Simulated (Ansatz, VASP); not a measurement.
## Al2Pt: VASP beside Ansatz

File INCAR:

```
SYSTEM = Al2Pt
ALGO     = Normal         ! electronic algorithm
EDIFF    = 1E-6           ! SCF threshold, eV
ENCUT    = 520            ! plane-wave cutoff, eV
GGA      = PS             ! functional
GGA_COMPAT= .False.      
ISIF     = 2              ! what is computed and relaxed
ISMEAR   = -1             ! smearing method
LASPH    = .True.         ! aspherical terms in the spheres
LCHARG   = .False.        ! write CHGCAR
LMAXMIX  = 4              ! l up to which the mixer works
LORBIT   = 11             ! projections on sites
LORBMOM  = .True.       
LREAL    = .False.        ! projectors in reciprocal space
LSORBIT  = .True.         ! spin-orbit coupling
LWAVE    = .False.        ! write WAVECAR
MAGMOM   = 0 0 0 0 0 0 0 0 0 ! initial moments
NBANDS   = 29             ! bands
NELM     = 150            ! most SCF steps
PREC     = Accurate       ! precision mode
SIGMA    = 0.05           ! smearing width, eV
```

Contents of KPOINTS:

```
k-points
0
Gamma
  8 8 8
  0 0 0
```

POSCAR

```
Al2Pt
1.0
    0.0000000000      2.9550000000      2.9550000000
    2.9550000000      0.0000000000      2.9550000000
    2.9550000000      2.9550000000      0.0000000000
Pt Al
1 2
Direct
    0.0000000000      0.0000000000      0.0000000000
    0.7500000000      0.7500000000      0.7500000000
    0.2500000000      0.2500000000      0.2500000000
```

The input input.yaml:

```yaml
crystal:
  lattice:
    - [0.0, 2.955, 2.955]
    - [2.955, 0.0, 2.955]
    - [2.955, 2.955, 0.0]
  atoms:
    - { symbol: Pt, position: [0.0, 0.0, 0.0] }
    - { symbol: Al, position: [0.75, 0.75, 0.75] }
    - { symbol: Al, position: [0.25, 0.25, 0.25] }
hamiltonian:
  xc: pbesol
  pseudopotentials: { kind: paw_fr }
magnetization:
  noncollinear: true
  spin_orbit: true
kpoints:
  mp_grid: { grid: [8, 8, 8] }
  band_path:
    path:
      - [[0.0, 0.0, 0.0], [0.5, 0.0, 0.5], [0.5, 0.25, 0.75], [0.375, 0.375, 0.75], [0.0, 0.0, 0.0], [0.5, 0.5, 0.5], [0.625, 0.25, 0.625], [0.5, 0.25, 0.75], [0.5, 0.5, 0.5], [0.375, 0.375, 0.75]]
      - [[0.625, 0.25, 0.625], [0.5, 0.0, 0.5]]
    npoints: 14
scf:
  occupations: { method: fermi_dirac, width: 0.05 }
  n_extra_bands: 7
output:
  forces: true
  stress: true
  eigenvalues: true
  fatbands: false
  write_density: true
  write_potential: true
  elf: true
  volumetric_format: npy
```

Alike in both runs: functional PBEsol; k mesh 8 × 8 × 8; occupations fermi-dirac, width 0.05 eV; non-collinear spin, spin-orbit coupling.

|  | VASP | Ansatz |
| --- | --- | --- |
| version | VASP 6.6.1 | Ansatz 0.2.0 |
| potentials or method | VASP PAW PBE potentials, release 64 (Pt, Al) | Ansatz PAW |
| plane-wave cutoff (eV) | 520 | 420 |
| valence electrons in the cell | 16 | 24 |
| task | single point | band structure |

VASP gave:

- pressure (GPa): -1.4
- net moment per atom (μB): 0.00

Q: Which values does Ansatz return?

A: Pressure (GPa): -1.5; net moment per atom (μB): 0.00.

VASP's potentials were made for PBE, not for PBEsol. VASP's potentials hold 16 valence electrons a cell and Ansatz's 24, so a difference there can come from the potentials and not from the codes.
